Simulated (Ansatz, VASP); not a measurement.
## One calculation of Ta2N, two programs

File INCAR:

```
ALGO     = Normal         # electronic algorithm
EDIFF    = 1E-6           # SCF threshold, eV
ENCUT    = 520            # plane-wave cutoff, eV
ISIF     = 2              # what is computed and relaxed
ISMEAR   = 0              # smearing method
LASPH    = True           # aspherical terms in the spheres
LCHARG   = False          # write CHGCAR
LREAL    = False          # projectors in reciprocal space
LWAVE    = False          # write WAVECAR
NBANDS   = 50             # bands
NELM     = 80             # most SCF steps
PREC     = Accurate       # precision mode
SIGMA    = 0.15           # smearing width, eV
```

File KPOINTS:

```
k-points
0
Gamma
  9 9 8
```

The input POSCAR:

```
Ta2N
1.0
    5.0963826899      0.0000000000      0.0000000000
   -2.5481913449      4.4135968768      0.0000000000
    0.0000000000      0.0000000000      5.1407212193
Ta N
6 3
Direct
    0.6669289619      0.6669289619      0.7526041962
    0.0000000000      0.3330710381      0.7526041962
    0.3330710381      0.0000000000      0.7526041962
    0.3330710381      0.3330710381      0.2473958038
    0.0000000000      0.6669289619      0.2473958038
    0.6669289619      0.0000000000      0.2473958038
    0.6666666667      0.3333333333      0.5000000000
    0.3333333333      0.6666666667      0.5000000000
    0.0000000000      0.0000000000      0.0000000000
```

Input for Ansatz:

```yaml
crystal:
  lattice:
    - [5.0963826899, 0.0, 0.0]
    - [-2.5481913449, 4.4135968768, 0.0]
    - [0.0, 0.0, 5.1407212193]
  atoms:
    - { symbol: Ta, position: [0.6669289619, 0.6669289619, 0.7526041962] }
    - { symbol: Ta, position: [0.0, 0.3330710381, 0.7526041962] }
    - { symbol: Ta, position: [0.3330710381, 0.0, 0.7526041962] }
    - { symbol: Ta, position: [0.3330710381, 0.3330710381, 0.2473958038] }
    - { symbol: Ta, position: [0.0, 0.6669289619, 0.2473958038] }
    - { symbol: Ta, position: [0.6669289619, 0.0, 0.2473958038] }
    - { symbol: "N", position: [0.6666666667, 0.3333333333, 0.5] }
    - { symbol: "N", position: [0.3333333333, 0.6666666667, 0.5] }
    - { symbol: "N", position: [0.0, 0.0, 0.0] }
basis:
  ecutwfc: 520.0
kpoints:
  mp_grid: { grid: [9, 9, 8] }
hamiltonian:
  xc: lda
  pseudopotentials: { kind: paw, azcp: { folder: soft_1 } }
scf:
  occupations: { method: gaussian, width: 0.15 }
output:
  forces: true
  stress: true
  eigenvalues: true
```

Alike in both runs: task single point; functional LDA; k mesh 9 × 9 × 8; occupations gaussian, width 0.15 eV; no spin polarisation.

|  | VASP | Ansatz |
| --- | --- | --- |
| version | VASP 6.6.1 | Ansatz 0.2.0 |
| potentials or method | VASP PAW LDA potentials, release 64 (Ta_pv, N), cutoff 520 eV | scalar-relativistic, plane waves, PAW |
| valence electrons in the cell | 81 | 93 |

VASP gave:

```
gap on the k mesh at the Fermi level (eV)                     : none
pressure (GPa)                                                : 1.9
traceless stress, the component that is largest in VASP (GPa) : -13.49
rms of the force components (eV/Å)                            : 0.066
```

Estimate Ansatz's values.

gap on the k mesh at the Fermi level (eV): none; pressure (GPa): 0.3; traceless stress, the component that is largest in VASP (GPa): -13.50; rms of the force components (eV/Å): 0.062.

Ansatz warns that its potentials were made for another functional, while VASP's fit it. LDA's correlation is that of Perdew and Zunger in VASP and of Perdew and Wang (1992) in Ansatz. Atom by atom the forces differ by 0.008 eV/Å (rms over components). A gap of «none» marks a metal or a gap that the smearing closes. VASP's potentials hold 81 valence electrons a cell and Ansatz's 93, so a difference there can come from the potentials and not from the codes.

Neither program's run includes spin-orbit coupling.
